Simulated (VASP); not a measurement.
Crystal: ZnCd2S3.

```xyz
12
Lattice="4.1566 0.0708 -0.0044 -2.0170 3.4172 -0.0126 -0.0219 -0.0846 20.2294" Properties=species:S:1:pos:R:3 pbc="T T T"
Zn    2.0107    0.8216    6.6665
Zn    0.1355    2.4077   16.9106
Cd    0.0076   -0.0348   20.1024
Cd   -0.3368   -0.0552   10.1882
Cd    0.0326    2.3175    3.4419
Cd    2.1061    0.8945   13.6537
S     0.0539    0.2853    2.3329
S     0.2509   -0.0395   12.6503
S    -0.0017    2.1520    5.9092
S     2.0379    1.1869   16.1874
S     2.0147    1.2551    9.2558
S     0.0996    2.1901   19.1816
```

```yaml
Program: VASP 6.6.1
Task: relaxation of cell and atoms
Functional: PBE
Potentials_or_basis: VASP PAW PBE potentials, release 64 (Zn, Cd, S)
Cutoff: 500 eV
k_mesh: 6 × 6 × 1
Occupations: gaussian, width 0.1 eV
Spin: no spin polarisation
```

At the start: pressure 2.0 GPa; volume 24.19 Å³/atom.

Where does the relaxation end?

Over 29 steps the energy falls by 115.1 meV/atom and the volume is 24.12 Å³/atom (-0.3 %); space group P1 (No. 1, to 0.1 Å) before, Cmc2_1 (No. 36, to 0.1 Å).

Step by step:
| step | energy change (eV) | largest force (eV/Å) | pressure (GPa) | volume (Å³) |
| --- | --- | --- | --- | --- |
| 1 | 0.0000 | 2.1422 | 1.95 | 290.23 |
| 2 | -0.8990 | 0.7840 | -2.09 | 302.59 |
| 3 | -0.9134 | 0.7579 | -2.49 | 304.60 |
| 4 | -1.1842 | 0.5794 | -0.16 | 290.06 |
| 5 | -1.1926 | 0.5303 | 0.42 | 287.19 |
| 6 | -1.2575 | 0.2581 | 0.24 | 287.66 |
| 7 | -1.2716 | 0.3249 | 0.17 | 287.99 |
| 8 | -1.3004 | 0.2420 | -0.14 | 289.44 |
| 9 | -1.3094 | 0.2574 | -0.39 | 290.78 |
| 10 | -1.3253 | 0.1641 | 0.17 | 287.98 |
| 11 | -1.3263 | 0.1743 | 0.38 | 287.02 |
| 12 | -1.3407 | 0.1339 | 0.19 | 287.97 |
| 13 | -1.3487 | 0.1967 | -0.07 | 289.38 |
| 14 | -1.3610 | 0.1139 | -0.07 | 289.47 |
| 15 | -1.3627 | 0.1079 | -0.07 | 289.52 |
| 16 | -1.3685 | 0.0740 | 0.09 | 288.77 |
| 17 | -1.3690 | 0.0941 | 0.16 | 288.45 |
| 18 | -1.3728 | 0.0690 | -0.12 | 289.81 |
| 19 | -1.3728 | 0.0751 | -0.16 | 290.01 |
| 20 | -1.3757 | 0.1069 | 0.04 | 289.06 |
| 21 | -1.3757 | 0.1102 | 0.06 | 288.99 |
| 22 | -1.3778 | 0.0460 | 0.02 | 289.20 |
| 23 | -1.3780 | 0.0735 | 0.01 | 289.29 |
| 24 | -1.3801 | 0.0576 | -0.04 | 289.53 |
| 25 | -1.3807 | 0.0441 | -0.09 | 289.75 |
| 26 | -1.3813 | 0.0304 | 0.12 | 288.71 |
| 27 | -1.3814 | 0.0296 | 0.06 | 288.99 |
| 28 | -1.3818 | 0.0270 | -0.03 | 289.44 |
| 29 | -1.3818 | 0.0237 | -0.02 | 289.39 |

Final structure:
```cif
data_structure
_symmetry_space_group_name_H-M 'P 1'
_symmetry_Int_Tables_number 1
_cell_length_a 4.0716
_cell_length_b 4.0750
_cell_length_c 20.1285
_cell_angle_alpha 89.983
_cell_angle_beta 89.991
_cell_angle_gamma 119.943
_cell_volume 289.39
loop_
_atom_site_label
_atom_site_type_symbol
_atom_site_fract_x
_atom_site_fract_y
_atom_site_fract_z
_atom_site_occupancy
Zn1 Zn 0.65114 0.32989 0.33309 1
Zn2 Zn 0.34741 0.67198 0.83317 1
Cd1 Cd 0.01520 0.01393 0.99703 1
Cd2 Cd 0.98313 0.98457 0.49714 1
Cd3 Cd 0.33415 0.67099 0.17171 1
Cd4 Cd 0.66915 0.32891 0.67180 1
S1 S 0.00159 0.00555 0.12397 1
S2 S 0.00189 0.99430 0.62401 1
S3 S 0.31922 0.66383 0.29905 1
S4 S 0.67916 0.33745 0.79916 1
S5 S 0.65017 0.31961 0.44990 1
S6 S 0.34778 0.67898 0.94996 1
```
